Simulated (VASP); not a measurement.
# Si (Fddd) in VASP: a series of runs

The runs below take Si through single point, with PBE.

Everything below comes from runs of VASP 6.6.1. Logs are shortened: lines on timing, memory, paths and dates and some standing lists are left out, and cuts for length are marked.

## Step 1: The cell of the first run

The typed cell holds 2 atoms: a = 4.008 Å, b = 3.801 Å, c = 3.806 Å, α = 63.59°, β = 58.14°, γ = 58.27°.

## Step 2: Single point, PBE

Contents of INCAR:

```
  ALGO = Normal
  EDIFF = 1E-6
  ENCUT = 520
  GGA = PE
  ISIF = 2
  ISMEAR = 0
  LASPH = T
  LCHARG = F
  LREAL = F
  LWAVE = F
  NBANDS = 11
  NELM = 60
  PREC = Accurate
  SIGMA = 0.05
```

Contents of KPOINTS:

```
k-points
0
Gamma
  8 8 8
```

Contents of POSCAR:

```
Si
1.0
    0.0000000000      2.8373141749      2.8304772733
    2.5364905033      0.0000000000      2.8304772733
    2.5364905033      2.8373141749      0.0000000000
Si
2
Direct
    0.5000000000      0.5000000000      0.5000000000
    0.7500000000      0.7500000000      0.7500000000
```

Potentials or basis: VASP PAW PBE potentials, release 64 (Si).

On the command line:

```sh
> cat potpaw_PBE.64/Si/POTCAR > POTCAR
> mpirun -np 1 vasp_std > vasp.out
```

OUTCAR:

```text
EDIFF = 1E-6
   ENCUT = 520
   GGA = PE
   ISIF = 2
   ISMEAR = 0
   LASPH = T
   LREAL = F
   NELM = 60
   PREC = Accurate

 ion  position               nearest neighbor table
   1  0.500  0.500  0.500-   2 2.37   2 2.37   2 2.37   2 2.37
   2  0.750  0.750  0.750-   1 2.37   1 2.37   1 2.37   1 2.37

  LATTYP: Found a face centered orthorhombic cell.
 ALAT       =     5.0729810066
 B/A-ratio  =     1.1159029650
 C/A-ratio  =     1.1185983828

  Lattice vectors:

 A1 = (   0.0000000000,   2.8373141749,  -2.8304772733)
 A2 = (   2.5364905033,   2.8373141749,   0.0000000000)
 A3 = (   2.5364905033,   0.0000000000,  -2.8304772733)

Analysis of symmetry for initial positions (statically):
=====================================================================
 Subroutine PRICEL returns:
 Original cell was already a primitive cell.

 Routine SETGRP: Setting up the symmetry group for a
 face centered orthorhombic supercell.

 Subroutine GETGRP returns: Found  8 space group operations
 (whereof  4 operations were pure point group operations)
 out of a pool of  8 trial point group operations.

The static configuration has the point symmetry D_2 .
 The point group associated with its full space group is D_2h.

Analysis of symmetry for dynamics (positions and initial velocities):
=====================================================================
 Subroutine PRICEL returns:
 Original cell was already a primitive cell.

 Routine SETGRP: Setting up the symmetry group for a
 face centered orthorhombic supercell.

 Subroutine GETGRP returns: Found  8 space group operations
 (whereof  4 operations were pure point group operations)
 out of a pool of  8 trial point group operations.

The dynamic configuration has the point symmetry D_2 .
 The point group associated with its full space group is D_2h.

 Subroutine INISYM returns: Found  8 space group operations
 (whereof  4 operations are pure point group operations),
 and found     1 'primitive' translations

----------------------------------------------------------------------------------------

                                     Primitive cell

  volume of cell :      40.7409

  direct lattice vectors                    reciprocal lattice vectors
     0.000000000  2.837314175  2.830477273    -0.197122757  0.176222994  0.176648654
     2.536490503  0.000000000  2.830477273     0.197122757 -0.176222994  0.176648654
     2.536490503  2.837314175  0.000000000     0.197122757  0.176222994 -0.176648654

  length of vectors
     4.007736683  3.800708574  3.805802911     0.317988477  0.317988477  0.317988477

  position of ions in fractional coordinates (direct lattice)
     0.500000000  0.500000000  0.500000000
     0.750000000  0.750000000  0.750000000

  ion indices of the primitive-cell ions
   primitive index   ion index
                 1           1
                 2           2

----------------------------------------------------------------------------------------

 KPOINTS: k-points

Automatic generation of k-mesh.
 Grid dimensions read from file:
 generate k-points for:    8    8    8

 Generating k-lattice:

  Cartesian coordinates                     Fractional coordinates (reciprocal lattice)
    -0.024640345  0.022027874  0.022081082     0.125000000  0.000000000  0.000000000
     0.024640345 -0.022027874  0.022081082     0.000000000  0.125000000 -0.000000000
     0.024640345  0.022027874 -0.022081082     0.000000000 -0.000000000  0.125000000

  Length of vectors
     0.039748560  0.039748560  0.039748560

  Shift w.r.t. Gamma in fractional coordinates (k-lattice)
     0.000000000  0.000000000  0.000000000

 Subroutine IBZKPT returns following result:
 ===========================================

 Found     95 irreducible k-points:

 Following reciprocal coordinates:
            Coordinates               Weight
  0.000000  0.000000  0.000000      1.000000
  0.125000  0.000000  0.000000      8.000000
  0.250000  0.000000  0.000000      8.000000
  0.375000  0.000000  0.000000      8.000000
  0.500000  0.000000  0.000000      4.000000
  0.125000  0.125000  0.000000      2.000000
[... 16 lines left out ...]
  0.250000  0.000000  0.125000      8.000000
  0.375000  0.000000  0.125000      8.000000
 [... further k-points ...]
   k-points           NKPTS =     95   k-points in BZ     NKDIM =     95   number of bands    NBANDS=     11
   number of dos      NEDOS =    301   number of ions     NIONS =      2
   total plane-waves  NPLWV =  23520
   dimension x,y,z NGX =    30 NGY =   28 NGZ =   28
   dimension x,y,z NGXF=    60 NGYF=   56 NGZF=   56
   ions per type =               2
   NGX,Y,Z   is equivalent  to a cutoff of  12.44, 12.25, 12.23 a.u.
   NGXF,Y,Z  is equivalent  to a cutoff of  24.89, 24.49, 24.46 a.u.
 SYSTEM =  unknown system
   PREC   = accura    normal or accurate (medium, high low for compatibility)
   ISTART =      0    job   : 0-new  1-cont  2-samecut
   ICHARG =      2    charge: 1-file 2-atom 10-const
   ISPIN  =      1    spin polarized calculation?
   LNONCOLLINEAR =      F non collinear calculations
   LSORBIT =      F    spin-orbit coupling
   LASPH  =      T    aspherical Exc in radial PAW
   ENCUT  =  520.0 eV  38.22 Ry    6.18 a.u.   7.45  7.07  7.08*2*pi/ulx,y,z
   NELM   =     60;   NELMIN=  2; NELMDL= -5     # of ELM steps
   EDIFF  = 0.1E-05   stopping-criterion for ELM
   LREAL  =      F    real-space projection
   EDIFFG = 0.1E-04   stopping-criterion for IOM
   NSW    =      0    number of steps for IOM
   IBRION =     -1    ionic relax: 0-MD 1-quasi-New 2-CG
   NFREE  =      0    steps in history (QN), initial steepest desc. (CG)
   ISIF   =      2    stress and relaxation
   ISYM   =      2    0-nonsym 1-usesym 2-fastsym
   POTIM  = 0.5000    time-step for ionic-motion
   TEBEG  =    0.0;   TEEND  =   0.0 temperature during run
   PSTRESS=    0.0 pullay stress
   NELECT =       8.0000    total number of electrons
   NUPDOWN=      -1.0000    fix difference up-down
   EMIN   =  10.00;   EMAX   =-10.00  energy-range for DOS
   EFERMI =   0.00;   METHOD = LEGACY
   ISMEAR =     0;   SIGMA  =   0.05  broadening in eV -4-tet -1-fermi 0-gaus
   EFERMI_NEDOS =   21; number of points for ismear=-14 and -15
   IALGO  =     38    algorithm
   IMIX   =      4    mixing-type and parameters
     AMIX     =   0.40;   BMIX     =  1.00
     AMIX_MAG =   1.60;   BMIX_MAG =  1.00
  volume/ion in A,a.u.               =      20.37       137.47
  Fermi-wavevector in a.u.,A,eV,Ry     =   0.951542  1.798154 12.319158  0.905433
  Thomas-Fermi vector in A             =   2.080022
   LORBIT       =      0    0 simple, 1 ext, 2 COOP (PROOUT), +10 PAW based schemes
   GGA     = PE    functional components
   LHFCALC =     F    Hartree Fock is set to
   AEXX    =    0.0000 exact exchange contribution
   IVDW    =     0    specifies the selected vdW correction
   LEPSILON=     F    determine dielectric tensor
   LRPA    =     F    only Hartree local field effects (RPA)
 non-spin polarized calculation
 Gauss-broadening in eV      SIGMA  =   0.05
  energy-cutoff  :      520.00
  volume of cell :       40.74
 maximum number of plane-waves:      1114
 NGX is ok and might be reduce to    30
   NGX = 15   NGY = 15   NGZ = 15

 number of electron       8.0000000 magnetization

 Free energy of the ion-electron system (eV)
  ---------------------------------------------------
  ext. energy  EPLUGINS =         0.00000000
  ---------------------------------------------------
  free energy    TOTEN  =       -10.75953499 eV

  energy without entropy =      -10.75930285  energy(sigma->0) =      -10.75941892

 E-fermi :   5.7344     XC(G=0):  -9.3582

 val. band max:        5.6932609267   @ k =   0.1250   0.0000   0.0000
 cond. band min:       5.8632796918   @ k =   0.0000   0.5000   0.5000
 fundamental gap:      0.1700187651
 Fermi energy:         5.7344053500

 k-point     1 :       0.0000    0.0000    0.0000
  band No.  band energies     occupation
      1      -6.1719      2.00000
      2       5.4356      2.00000
      3       5.4571      2.00000
      4       6.1302      0.00000
      5       8.0015      0.00000
      6       8.4203      0.00000
      7       8.4283      0.00000
      8       8.7088      0.00000
      9      12.4340      0.00000
     10      13.5602      0.00000
     11      14.1273      0.00000

 k-point     2 :       0.1250    0.0000    0.0000
  band No.  band energies     occupation
      1      -5.9696      2.00000
      2       4.0542      2.00000
      3       5.1177      2.00000
      4       5.6933      1.75547
      5       7.9578      0.00000
      6       8.6795      0.00000
      7       8.7862      0.00000
      8      10.1637      0.00000
      9      12.1921      0.00000
     10      13.4069      0.00000
     11      14.3731      0.00000

 k-point     3 :       0.2500    0.0000    0.0000
  band No.  band energies     occupation
      1      -5.3793      2.00000
      2       1.7831      2.00000
      3       4.5613      2.00000
      4       5.2914      2.00000
      5       7.4255      0.00000
      6       9.0055      0.00000
      7       9.4001      0.00000
      8      12.2890      0.00000
      9      12.7356      0.00000
     10      13.0452      0.00000
     11      14.9983      0.00000

 k-point     4 :       0.3750    0.0000    0.0000
  band No.  band energies     occupation
      1      -4.4948      2.00000
      2      -0.2064      2.00000
      3       4.1597      2.00000
      4       5.0339      2.00000
      5       6.9870      0.00000
      6       8.7575      0.00000
      7       9.7561      0.00000
      8      13.5947      0.00000
      9      13.6818      0.00000
     10      14.5868      0.00000
     11      15.5798      0.00000
[... 239 lines left out ...]
 k-point    22 :       0.1250    0.0000    0.1250
  band No.  band energies     occupation
      1      -5.9196      2.00000
      2       4.0896      2.00000
      3       4.8364      2.00000
      4       5.2738      2.00000
      5       7.9457      0.00000
      6       8.8918      0.00000
      7       9.6773      0.00000
      8       9.7749      0.00000
      9      11.5513      0.00000
     10      13.8606      0.00000
     11      14.5233      0.00000

 k-point    23 :       0.2500    0.0000    0.1250
  band No.  band energies     occupation
      1      -5.4721      2.00000
      2       2.4230      2.00000
      3       4.2458      2.00000
      4       4.7245      2.00000
      5       8.0728      0.00000
      6       9.0003      0.00000
      7      10.2112      0.00000
      8      10.3247      0.00000
      9      12.6241      0.00000
     10      13.8972      0.00000
     11      15.6630      0.00000

 k-point    24 :       0.3750    0.0000    0.1250
  band No.  band energies     occupation
      1      -4.6771      2.00000
      2       0.4681      2.00000
      3       3.5613      2.00000
      4       4.4414      2.00000
      5       7.9849      0.00000
      6       8.8579      0.00000
      7      10.4637      0.00000
      8      11.4360      0.00000
      9      14.2615      0.00000
     10      15.0240      0.00000
     11      15.8096      0.00000

 [... further k-points ...]
[... 5 lines left out ...]
  --------------------------------------------------------------------------------------
  -------------------------------------------------------------------------------------
  Total        1.3927098     -0.7797130     -0.6996538      0.0000000      0.0000000      0.0000000
  in kB       54.7697649    -30.6630266    -27.5146169      0.0000000      0.0000000      0.0000000
  external PRESSURE =      -1.1359595 kB  Pullay stress =       0.0000000 kB

 VOLUME and BASIS-vectors are now :
 -----------------------------------------------------------------------------
  energy-cutoff  :      520.00
  volume of cell :       40.74
      direct lattice vectors                 reciprocal lattice vectors
     0.000000000  2.837314175  2.830477273    -0.197122757  0.176222994  0.176648654
     2.536490503  0.000000000  2.830477273     0.197122757 -0.176222994  0.176648654
     2.536490503  2.837314175  0.000000000     0.197122757  0.176222994 -0.176648654

 POSITION                                       TOTAL-FORCE (eV/Angst)
 -----------------------------------------------------------------------------------
      2.53649      2.83731      2.83048         0.000000      0.000000      0.000000
      3.80474      4.25597      4.24572         0.000000      0.000000     -0.000000
 -----------------------------------------------------------------------------------
    total drift:                               -0.000000     -0.000000     -0.000000

  FREE ENERGIE OF THE ION-ELECTRON SYSTEM (eV)
  ---------------------------------------------------
  free  energy   TOTEN  =       -10.7595349877 eV

  energy  without entropy=      -10.7593028544  energy(sigma->0) =      -10.75941892
```

Wall time 57 s (1 thread of AMD EPYC 7R13 (Zen 3), shared host); peak memory 0.14 GiB.

What came out:

| Property | Result |
| --- | --- |
| Free energy | -10.7595 eV |
| Pressure | -0.1 GPa |
| Band gap on the k mesh | zero (band 4 reaches 6.13 eV, above the bottom of band 5 at 5.65 eV) |

Levels at points of the mesh, in eV from the Fermi level:
```csv
k point,band 1,band 2,band 3,band 4,band 5,band 6,band 7,band 8,band 9
"(0.00, 0.00, 0.00)",-11.91,-0.30,-0.28,0.40,2.27,2.69,2.69,2.97,6.70
"(0.50, 0.00, 0.00)",-9.60,-6.95,-1.72,-0.79,1.09,2.88,4.06,7.78,9.63
"(0.50, 0.50, 0.00)",-8.02,-8.02,-2.56,-2.56,0.99,0.99,8.93,8.93,11.10
"(0.50, 0.00, 0.50)",-8.03,-8.03,-2.54,-2.54,1.01,1.01,8.96,8.96,11.13
"(0.00, 0.50, 0.50)",-7.40,-7.40,-3.39,-3.39,0.13,0.13,9.75,9.75,11.05
```

Caveat: the cell differs from its parent crystal (strain +e along x and -e along y -0.0550, strain +e along z and -e/2 along x and y +0.0350).

## Step 3: Single point, PBE

Contents of INCAR:

```
PREC = Accurate
ENCUT = 520
EDIFF = 1E-7
ISMEAR = 0
SIGMA = 0.05
LREAL = F
LASPH = T
NELM = 80
ALGO = Normal
ISIF = 2
LWAVE = F
LCHARG = F
GGA = PE
NBANDS = 11
```

Contents of KPOINTS:

```
regular mesh
0
Gamma
  8 8 8
```

Contents of POSCAR:

```
Si
1.0
    0.0000000000      2.8851724863      2.7347606505
    2.5843488147      0.0000000000      2.7347606505
    2.5843488147      2.8851724863      0.0000000000
Si
2
Direct
    0.5000000000      0.5000000000      0.5000000000
    0.7500000000      0.7500000000      0.7500000000
```

Potentials or basis: VASP PAW PBE potentials, release 64 (Si).

On the command line:

```sh
> cat potpaw_PBE.64/Si/POTCAR > POTCAR
> mpirun -np 1 vasp_std > vasp.out
```

Run time: 71 s. Hardware: 1 thread of AMD EPYC 7R13 (Zen 3), shared host; peak memory 0.14 GiB.

It converged, with:

```yaml
Free_energy: -10.7728 eV
Pressure: -0.1 GPa
Band_gap_on_the_k_mesh: zero (band 4 reaches 6.03 eV, above the bottom of band 5 at 5.81 eV)
```

Stress tensor (GPa, compression positive):
```
 4.66  0.00  0.00
 0.00 -5.70  0.00
 0.00  0.00  0.87
```

Levels at points of the mesh, in eV from the Fermi level:
| k point | band 1 | band 2 | band 3 | band 4 | band 5 | band 6 | band 7 | band 8 | band 9 |
| --- | --- | --- | --- | --- | --- | --- | --- | --- | --- |
| (0.00, 0.00, 0.00) | -11.99 | -0.56 | -0.11 | 0.21 | 2.23 | 2.45 | 2.64 | 2.88 | 6.71 |
| (0.50, 0.00, 0.00) | -9.69 | -7.03 | -1.77 | -0.89 | 1.03 | 2.98 | 3.73 | 7.64 | 9.76 |
| (0.50, 0.50, 0.00) | -7.90 | -7.90 | -2.92 | -2.92 | 0.62 | 0.62 | 8.83 | 8.83 | 10.97 |
| (0.50, 0.00, 0.50) | -8.22 | -8.22 | -2.52 | -2.52 | 1.04 | 1.04 | 9.45 | 9.45 | 10.87 |
| (0.00, 0.50, 0.50) | -7.59 | -7.59 | -3.35 | -3.35 | 0.17 | 0.17 | 9.37 | 9.37 | 11.25 |

Caveat: the cell differs from its parent crystal (strain +e along x and -e along y -0.0550, strain +e along z and -e/2 along x and y +0.0000).

## Step 4: Single point, PBE

Contents of INCAR:

```
SYSTEM = Si
ALGO = Normal
EDIFF = 1E-6
ENCUT = 520
GGA = PE
ISIF = 2
ISMEAR = 0
LASPH = .True.
LCHARG = .False.
LREAL = .False.
LWAVE = .False.
NBANDS = 11
NELM = 60
PREC = Accurate
SIGMA = 0.05
```

Contents of KPOINTS:

```
k-points
0
Gamma
  8 8 8
  0 0 0
```

Contents of POSCAR:

```
Si
1.0
    0.0000000000      2.9877260107      2.8304772733
    2.3860786676      0.0000000000      2.8304772733
    2.3860786676      2.9877260107      0.0000000000
Si
2
Direct
    0.5000000000      0.5000000000      0.5000000000
    0.7500000000      0.7500000000      0.7500000000
```

On the command line:

```sh
> cat potpaw_PBE.64/Si/POTCAR > POTCAR
> mpirun -np 1 vasp_std > vasp.out
```

It took 56 s on 1 thread of AMD EPYC 7R13 (Zen 3), shared host; peak memory 0.14 GiB.

The run converged. Its results:

- Free energy: -10.5869 eV
- Pressure: -0.6 GPa
- Band gap on the k mesh: zero (band 4 reaches 6.58 eV, above the bottom of band 5 at 5.25 eV)

Stress tensor (GPa, compression positive):
```
 7.10  0.00  0.00
 0.00 -8.36  0.00
 0.00  0.00 -0.51
```

Levels at points of the mesh, in eV from the Fermi level:
| k point | band 1 | band 2 | band 3 | band 4 | band 5 | band 6 | band 7 | band 8 |
| --- | --- | --- | --- | --- | --- | --- | --- | --- |
| (0.00, 0.00, 0.00) | -12.00 | -0.75 | -0.18 | 0.69 | 2.16 | 2.72 | 2.83 | 3.00 |
| (0.50, 0.00, 0.00) | -9.63 | -7.01 | -2.11 | -0.51 | 0.55 | 2.64 | 4.85 | 8.13 |
| (0.50, 0.50, 0.00) | -8.07 | -8.07 | -2.49 | -2.49 | 1.04 | 1.04 | 7.63 | 7.63 |
| (0.50, 0.00, 0.50) | -8.40 | -8.40 | -2.09 | -2.09 | 1.47 | 1.47 | 8.32 | 8.32 |
| (0.00, 0.50, 0.50) | -7.13 | -7.13 | -3.81 | -3.81 | -0.29 | -0.29 | 9.33 | 9.33 |

Caveat: the cell differs from its parent crystal (strain +e along x and -e along y -0.1100, strain +e along z and -e/2 along x and y +0.0350).

## Step 5: Single point, PBE

Contents of INCAR:

```
  ALGO = Normal
  EDIFF = 1E-6
  ENCUT = 520
  GGA = PE
  ISIF = 2
  ISMEAR = 0
  LASPH = T
  LCHARG = F
  LREAL = F
  LWAVE = F
  NBANDS = 11
  NELM = 100
  PREC = Accurate
  SIGMA = 0.05
```

Contents of KPOINTS:

```
k-points
0
Gamma
  8 8 8
```

Contents of POSCAR:

```
Si
1.0
    0.0000000000      2.7894558635      2.9261938960
    2.4886321920      0.0000000000      2.9261938960
    2.4886321920      2.7894558635      0.0000000000
Si
2
Direct
    0.5000000000      0.5000000000      0.5000000000
    0.7500000000      0.7500000000      0.7500000000
```

On the command line:

```sh
> cat potpaw_PBE.64/Si/POTCAR > POTCAR
> mpirun -np 1 vasp_std > vasp.out
```

Wall time 60 s (1 thread of AMD EPYC 7R13 (Zen 3), shared host); peak memory 0.14 GiB.

It converged, with:

| Item | Value |
| --- | --- |
| Free energy | -10.6978 eV |
| Pressure | -0.2 GPa |
| Band gap on the k mesh | zero (band 4 reaches 6.28 eV, above the bottom of band 5 at 5.53 eV) |

Stress tensor (GPa, compression positive):
```
 6.42  0.00  0.00
 0.00 -0.21  0.00
 0.00  0.00 -6.78
```

Levels at points of the mesh, in eV from the Fermi level:
| k point | band 1 | band 2 | band 3 | band 4 | band 5 | band 6 | band 7 | band 8 | band 9 |
| --- | --- | --- | --- | --- | --- | --- | --- | --- | --- |
| (0.00, 0.00, 0.00) | -12.00 | -0.64 | -0.18 | 0.43 | 2.17 | 2.61 | 2.77 | 2.82 | 6.36 |
| (0.50, 0.00, 0.00) | -9.67 | -7.03 | -1.94 | -0.71 | 0.83 | 2.79 | 4.24 | 7.81 | 9.34 |
| (0.50, 0.50, 0.00) | -8.30 | -8.30 | -2.36 | -2.36 | 1.20 | 1.20 | 8.87 | 8.87 | 11.04 |
| (0.50, 0.00, 0.50) | -8.01 | -8.01 | -2.71 | -2.71 | 0.82 | 0.82 | 8.28 | 8.28 | 10.35 |
| (0.00, 0.50, 0.50) | -7.38 | -7.38 | -3.58 | -3.58 | -0.07 | -0.07 | 9.39 | 9.39 | 11.28 |

Caveat: the cell differs from its parent crystal (strain +e along x and -e along y -0.0550, strain +e along z and -e/2 along x and y +0.0700).

## Step 6: Overview

```csv
cell,gap on the mesh (eV),pressure (GPa)
"a = 4.008, b = 3.801, c = 3.806 Å, angles 63.6, 58.1, 58.3°, 2 atoms",none,-0.1
"a = 3.975, b = 3.763, c = 3.873 Å, angles 62.7, 57.3, 60.0°, 2 atoms",none,-0.1
"a = 4.116, b = 3.702, c = 3.824 Å, angles 66.3, 55.4, 58.3°, 2 atoms",none,-0.6
"a = 4.043, b = 3.841, c = 3.738 Å, angles 64.5, 59.0, 56.5°, 2 atoms",none,-0.2
```

Alike in all rows: task single point; level PBE; potentials or basis VASP PAW PBE potentials, release 64 (Si); no spin polarisation; k mesh 8 × 8 × 8; cutoff (eV) 520; smearing gaussian 0.05 eV.

Total energies depend on the potentials used, so only differences within one code and one set of settings carry meaning.
